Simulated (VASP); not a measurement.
# Bi2TeO3 (P-4m2) in VASP: notebook

Bi2TeO3 is run at these levels: PBE; tasks: single point, relaxation of cell and atoms.

Everything below comes from runs of VASP 6.6.1. Logs are shortened: lines on timing, memory, paths and dates and some standing lists are left out, and cuts for length are marked.

## Step 1: The cell of the first run

It takes space group P-4m2 (No. 115, tetragonal). Conventional cell: a = 3.514 Å, b = 3.514 Å, c = 8.718 Å, α = 90.00°, β = 90.00°, γ = 90.00°. Bi (site symmetry 2mm) has 5 O at 2.32 to 2.55 Å within 3.1 Å. Te (site symmetry -4m2) has 4 O at 2.49 Å and 4 Bi at 3.40 Å and 4 Te at 3.51 Å within 3.6 Å. O (site symmetry -4m2) has 4 Te at 2.49 Å and 4 Bi at 3.40 Å and 4 O at 3.51 Å within 3.6 Å. O (site symmetry 2mm) has 5 Bi at 2.32 to 2.55 Å and 4 O at 3.04 Å within 3.1 Å.

The cell was generated, and may not be a known phase.

## Step 2: Single point, PBE

Input file INCAR:

```
SYSTEM = Bi2TeO3
PREC = Accurate
ENCUT = 520
EDIFF = 1E-7
ISMEAR = 0
SIGMA = 0.1
LREAL = .False.
LASPH = .True.
NELM = 80
ALGO = Normal
ISIF = 2
LWAVE = .False.
LCHARG = .False.
GGA = PE
NBANDS = 36
```

Input file KPOINTS:

```
Automatic mesh
0
Gamma
  4 4 2
  0 0 0
```

Input file POSCAR:

```
Bi2TeO3
1.0
    3.5144746113      0.0000000000      0.0000000000
    0.0000000000      3.5144746113      0.0000000000
    0.0000000000      0.0000000000      8.7181931148
Bi Te O
2 1 3
Direct
    0.0000000000      0.5000000000      0.6658842232
    0.5000000000      0.0000000000      0.3341157768
    0.0000000000      0.0000000000      0.0000000000
    0.5000000000      0.5000000000      0.0000000000
    0.0000000000      0.5000000000      0.3997602667
    0.5000000000      0.0000000000      0.6002397333
```

Potentials or basis: VASP PAW PBE potentials, release 64 (Bi_d, Te, O).

Started as:

```bash
$ cat potpaw_PBE.64/Bi_d/POTCAR potpaw_PBE.64/Te/POTCAR potpaw_PBE.64/O/POTCAR > POTCAR
$ mpirun -np 1 vasp_std > vasp.out
```

OUTCAR:

```text
SYSTEM = Bi2TeO3
   PREC = Accurate
   ENCUT = 520
   EDIFF = 1E-7
   ISMEAR = 0
   LREAL = .False.
   LASPH = .True.
   NELM = 80
   ISIF = 2
   GGA = PE

 ion  position               nearest neighbor table
   1  0.000  0.500  0.666-   5 2.32   6 2.55   6 2.55   6 2.55   6 2.55   3 3.40   3 3.40   2 3.81
                             2 3.81   2 3.81   2 3.81
   2  0.500  0.000  0.334-   6 2.32   5 2.55   5 2.55   5 2.55   5 2.55   3 3.40   3 3.40   1 3.81
                             1 3.81   1 3.81   1 3.81
   3  0.000  0.000  0.000-   4 2.49   4 2.49   4 2.49   4 2.49   2 3.40   2 3.40   1 3.40   1 3.40

   4  0.500  0.500  0.000-   3 2.49   3 2.49   3 2.49   3 2.49
   5  0.000  0.500  0.400-   1 2.32   2 2.55   2 2.55   2 2.55   2 2.55
   6  0.500  0.000  0.600-   2 2.32   1 2.55   1 2.55   1 2.55   1 2.55

  LATTYP: Found a simple tetragonal cell.
 ALAT       =     3.5144746113
 C/A-ratio  =     2.4806533206

  Lattice vectors:

 A1 = (   3.5144746113,   0.0000000000,   0.0000000000)
 A2 = (   0.0000000000,   3.5144746113,   0.0000000000)
 A3 = (   0.0000000000,   0.0000000000,   8.7181931148)

Analysis of symmetry for initial positions (statically):
=====================================================================
 Subroutine PRICEL returns:
 Original cell was already a primitive cell.

 Routine SETGRP: Setting up the symmetry group for a
 simple tetragonal supercell.

 Subroutine GETGRP returns: Found  8 space group operations
 (whereof  8 operations were pure point group operations)
 out of a pool of 16 trial point group operations.

The static configuration has the point symmetry D_2d.

Analysis of symmetry for dynamics (positions and initial velocities):
=====================================================================
 Subroutine PRICEL returns:
 Original cell was already a primitive cell.

 Routine SETGRP: Setting up the symmetry group for a
 simple tetragonal supercell.

 Subroutine GETGRP returns: Found  8 space group operations
 (whereof  8 operations were pure point group operations)
 out of a pool of 16 trial point group operations.

The dynamic configuration has the point symmetry D_2d.

 Subroutine INISYM returns: Found  8 space group operations
 (whereof  8 operations are pure point group operations),
 and found     1 'primitive' translations

----------------------------------------------------------------------------------------

                                     Primitive cell

  volume of cell :     107.6830

  direct lattice vectors                    reciprocal lattice vectors
     3.514474611  0.000000000  0.000000000     0.284537551  0.000000000  0.000000000
     0.000000000  3.514474611  0.000000000     0.000000000  0.284537551  0.000000000
     0.000000000  0.000000000  8.718193115     0.000000000  0.000000000  0.114702667

  length of vectors
     3.514474611  3.514474611  8.718193115     0.284537551  0.284537551  0.114702667

  position of ions in fractional coordinates (direct lattice)
     0.000000000  0.500000000  0.665884223
     0.500000000  0.000000000  0.334115777
     0.000000000  0.000000000  0.000000000
     0.500000000  0.500000000  0.000000000
     0.000000000  0.500000000  0.399760267
     0.500000000  0.000000000  0.600239733

  ion indices of the primitive-cell ions
   primitive index   ion index
                 1           1
                 2           2
                 3           3
                 4           4
                 5           5
                 6           6

----------------------------------------------------------------------------------------

 KPOINTS: Automatic mesh

Automatic generation of k-mesh.
 Grid dimensions read from file:
 generate k-points for:    4    4    2

 Generating k-lattice:

  Cartesian coordinates                     Fractional coordinates (reciprocal lattice)
     0.071134388  0.000000000  0.000000000     0.250000000  0.000000000  0.000000000
     0.000000000  0.071134388  0.000000000     0.000000000  0.250000000  0.000000000
     0.000000000  0.000000000  0.057351333     0.000000000  0.000000000  0.500000000

  Length of vectors
     0.071134388  0.071134388  0.057351333

  Shift w.r.t. Gamma in fractional coordinates (k-lattice)
     0.000000000  0.000000000  0.000000000

 Subroutine IBZKPT returns following result:
 ===========================================

 Found     12 irreducible k-points:

 Following reciprocal coordinates:
            Coordinates               Weight
  0.000000  0.000000  0.000000      1.000000
  0.250000  0.000000  0.000000      4.000000
  0.500000  0.000000  0.000000      2.000000
  0.250000  0.250000  0.000000      4.000000
  0.500000  0.250000  0.000000      4.000000
  0.500000  0.500000  0.000000      1.000000
  0.000000  0.000000  0.500000      1.000000
  0.250000  0.000000  0.500000      4.000000
  0.500000  0.000000  0.500000      2.000000
  0.250000  0.250000  0.500000      4.000000
  0.500000  0.250000  0.500000      4.000000
  0.500000  0.500000  0.500000      1.000000
   k-points           NKPTS =     12   k-points in BZ     NKDIM =     12   number of bands    NBANDS=     36
   number of dos      NEDOS =    301   number of ions     NIONS =      6
   total plane-waves  NPLWV =  54880
   dimension x,y,z NGX =    28 NGY =   28 NGZ =   70
   dimension x,y,z NGXF=    56 NGYF=   56 NGZF=  140
   ions per type =               2   1   3
   NGX,Y,Z   is equivalent  to a cutoff of  13.24, 13.24, 13.35 a.u.
   NGXF,Y,Z  is equivalent  to a cutoff of  26.49, 26.49, 26.70 a.u.
 SYSTEM =  Bi2TeO3
   PREC   = accura    normal or accurate (medium, high low for compatibility)
   ISTART =      0    job   : 0-new  1-cont  2-samecut
   ICHARG =      2    charge: 1-file 2-atom 10-const
   ISPIN  =      1    spin polarized calculation?
   LNONCOLLINEAR =      F non collinear calculations
   LSORBIT =      F    spin-orbit coupling
   LASPH  =      T    aspherical Exc in radial PAW
   ENCUT  =  520.0 eV  38.22 Ry    6.18 a.u.   6.53  6.53 16.21*2*pi/ulx,y,z
   NELM   =     80;   NELMIN=  2; NELMDL= -5     # of ELM steps
   EDIFF  = 0.1E-06   stopping-criterion for ELM
   LREAL  =      F    real-space projection
   EDIFFG = 0.1E-05   stopping-criterion for IOM
   NSW    =      0    number of steps for IOM
   IBRION =     -1    ionic relax: 0-MD 1-quasi-New 2-CG
   NFREE  =      0    steps in history (QN), initial steepest desc. (CG)
   ISIF   =      2    stress and relaxation
   ISYM   =      2    0-nonsym 1-usesym 2-fastsym
   POTIM  = 0.5000    time-step for ionic-motion
   TEBEG  =    0.0;   TEEND  =   0.0 temperature during run
   PSTRESS=    0.0 pullay stress
   NELECT =      54.0000    total number of electrons
   NUPDOWN=      -1.0000    fix difference up-down
   EMIN   =  10.00;   EMAX   =-10.00  energy-range for DOS
   EFERMI =   0.00;   METHOD = LEGACY
   ISMEAR =     0;   SIGMA  =   0.10  broadening in eV -4-tet -1-fermi 0-gaus
   EFERMI_NEDOS =   21; number of points for ismear=-14 and -15
   IALGO  =     38    algorithm
   IMIX   =      4    mixing-type and parameters
     AMIX     =   0.40;   BMIX     =  1.00
     AMIX_MAG =   1.60;   BMIX_MAG =  1.00
  volume/ion in A,a.u.               =      17.95       121.11
  Fermi-wavevector in a.u.,A,eV,Ry     =   1.300640  2.457853 23.016478  1.691663
  Thomas-Fermi vector in A             =   2.431825
   LORBIT       =      0    0 simple, 1 ext, 2 COOP (PROOUT), +10 PAW based schemes
   GGA     = PE    functional components
   LHFCALC =     F    Hartree Fock is set to
   AEXX    =    0.0000 exact exchange contribution
   IVDW    =     0    specifies the selected vdW correction
   LEPSILON=     F    determine dielectric tensor
   LRPA    =     F    only Hartree local field effects (RPA)
 non-spin polarized calculation
 Gauss-broadening in eV      SIGMA  =   0.10
  energy-cutoff  :      520.00
  volume of cell :      107.68
 maximum number of plane-waves:      2953
 NGX is ok and might be reduce to    28
   NGX = 13   NGY = 13   NGZ = 33

 number of electron      54.0000015 magnetization

 Free energy of the ion-electron system (eV)
  ---------------------------------------------------
  ext. energy  EPLUGINS =         0.00000000
  ---------------------------------------------------
  free energy    TOTEN  =       -29.26201827 eV

  energy without entropy =      -29.24679570  energy(sigma->0) =      -29.25440698

 E-fermi :   8.2660     XC(G=0): -10.6530

 val. band max:        8.2314734340   @ k =   0.5000   0.2500   0.5000
 cond. band min:       8.2944020583   @ k =   0.2500   0.0000   0.0000
 fundamental gap:      0.0629286243
 Fermi energy:         8.2659995840

 k-point     1 :       0.0000    0.0000    0.0000
  band No.  band energies     occupation
      1     -15.9821      2.00000
      2     -15.9606      2.00000
      3     -15.9359      2.00000
      4     -15.8418      2.00000
      5     -15.8104      2.00000
      6     -15.8104      2.00000
[... 28 lines left out ...]
     35      13.2583      0.00000
     36      13.4440      0.00000

 k-point     2 :       0.2500    0.0000    0.0000
  band No.  band energies     occupation
      1     -15.9550      2.00000
      2     -15.9037      2.00000
      3     -15.8968      2.00000
      4     -15.8354      2.00000
      5     -15.8124      2.00000
      6     -15.8091      2.00000
[... 28 lines left out ...]
     35      15.0762      0.00000
     36      15.3124      0.00000

 k-point     3 :       0.5000    0.0000    0.0000
  band No.  band energies     occupation
      1     -15.9295      2.00000
      2     -15.8949      2.00000
      3     -15.8630      2.00000
      4     -15.8500      2.00000
      5     -15.8299      2.00000
      6     -15.8269      2.00000
[... 28 lines left out ...]
     35      14.2974      0.00000
     36      16.1423      0.00000
[... 274 lines left out ...]
 k-point    11 :       0.5000    0.2500    0.5000
  band No.  band energies     occupation
      1     -15.9391      2.00000
      2     -15.9344      2.00000
      3     -15.8570      2.00000
      4     -15.8356      2.00000
      5     -15.8339      2.00000
      6     -15.8071      2.00000
[... 28 lines left out ...]
     35      14.7911      0.00000
     36      15.2137      0.00000

 k-point    12 :       0.5000    0.5000    0.5000
  band No.  band energies     occupation
      1     -15.9997      2.00000
      2     -15.9997      2.00000
      3     -15.8685      2.00000
      4     -15.8420      2.00000
      5     -15.8077      2.00000
      6     -15.7813      2.00000
[... 28 lines left out ...]
     35      14.2981      0.00000
     36      14.2981      0.00000

------------------------ aborting loop because EDIFF is reached ----------------------------------------

  FORCE on cell =-STRESS in cart. coord.  units (eV):
  Direction    XX          YY          ZZ          XY          YZ          ZX
  --------------------------------------------------------------------------------------
  -------------------------------------------------------------------------------------
  Total       -0.2009969     -0.2009969      0.0156083      0.0000000      0.0000000      0.0000000
  in kB       -2.9905606     -2.9905606      0.2322301      0.0000000      0.0000000      0.0000000
  external PRESSURE =      -1.9162970 kB  Pullay stress =       0.0000000 kB

 VOLUME and BASIS-vectors are now :
 -----------------------------------------------------------------------------
  energy-cutoff  :      520.00
  volume of cell :      107.68
      direct lattice vectors                 reciprocal lattice vectors
     3.514474611  0.000000000  0.000000000     0.284537551  0.000000000  0.000000000
     0.000000000  3.514474611  0.000000000     0.000000000  0.284537551  0.000000000
     0.000000000  0.000000000  8.718193115     0.000000000  0.000000000  0.114702667

 POSITION                                       TOTAL-FORCE (eV/Angst)
 -----------------------------------------------------------------------------------
      0.00000      1.75724      5.80531         0.000000      0.000000      0.019619
      1.75724      0.00000      2.91289        -0.000000      0.000000     -0.019619
      0.00000      0.00000      0.00000         0.000000      0.000000      0.000000
      1.75724      1.75724      0.00000         0.000000     -0.000000      0.000000
      0.00000      1.75724      3.48519         0.000000      0.000000     -0.015911
      1.75724      0.00000      5.23301         0.000000      0.000000      0.015911
 -----------------------------------------------------------------------------------
    total drift:                                0.000000      0.000000      0.000000

  FREE ENERGIE OF THE ION-ELECTRON SYSTEM (eV)
  ---------------------------------------------------
  free  energy   TOTEN  =       -29.2620182704 eV

  energy  without entropy=      -29.2467956968  energy(sigma->0) =      -29.25440698
```

Wall time 62 s (1 thread of Intel Xeon Platinum 8259CL at 2.50GHz (Skylake/Cascade Lake), shared host); peak memory 0.24 GiB.

What came out:

* Free energy: -29.2620 eV
* Pressure: -0.2 GPa
* Largest force: 0.020 eV/Å
* Band gap on the k mesh: zero (bands 27 and 28 overlap by 2.21 eV)

Forces on the atoms (eV/Å):
```
Bi   0.000  0.000  0.020
Bi   0.000  0.000 -0.020
Te   0.000  0.000  0.000
O    0.000  0.000  0.000
O    0.000  0.000 -0.016
O    0.000  0.000  0.016
```

Stress tensor (GPa, compression positive):
```
-0.30  0.00  0.00
 0.00 -0.30  0.00
 0.00  0.00  0.02
```

Levels at points of the mesh, in eV from the Fermi level:
```
           k point  band 23  band 24  band 25  band 26  band 27  band 28  band 29  band 30
(0.00, 0.00, 0.00)    -4.22    -4.22    -2.78    -1.09     1.38     2.60     2.60     2.82
(0.50, 0.00, 0.00)    -3.73    -3.06    -2.44    -2.16    -2.09    -0.81    -0.09     0.31
(0.50, 0.50, 0.00)    -4.28    -4.28    -3.15    -2.15     1.36     1.36     1.55     1.69
(0.00, 0.00, 0.50)    -4.19    -4.11    -3.03    -0.87     0.40     2.51     2.51     2.74
(0.50, 0.00, 0.50)    -3.70    -3.15    -2.48    -2.20    -2.05    -0.83    -0.46     0.29
(0.50, 0.50, 0.50)    -4.43    -4.43    -3.19    -2.25     1.21     1.26     1.34     1.34
```

Caveat: the k points lie up to 0.45 Å⁻¹ apart, too coarse for converged energies and pressures of a metal; spin-orbit coupling is left out, which moves the levels of the heavy elements.

(Part 1 of 2 ends here.)

The gap in the log of VASP goes by the Fermi energy; the results here count the filled bands.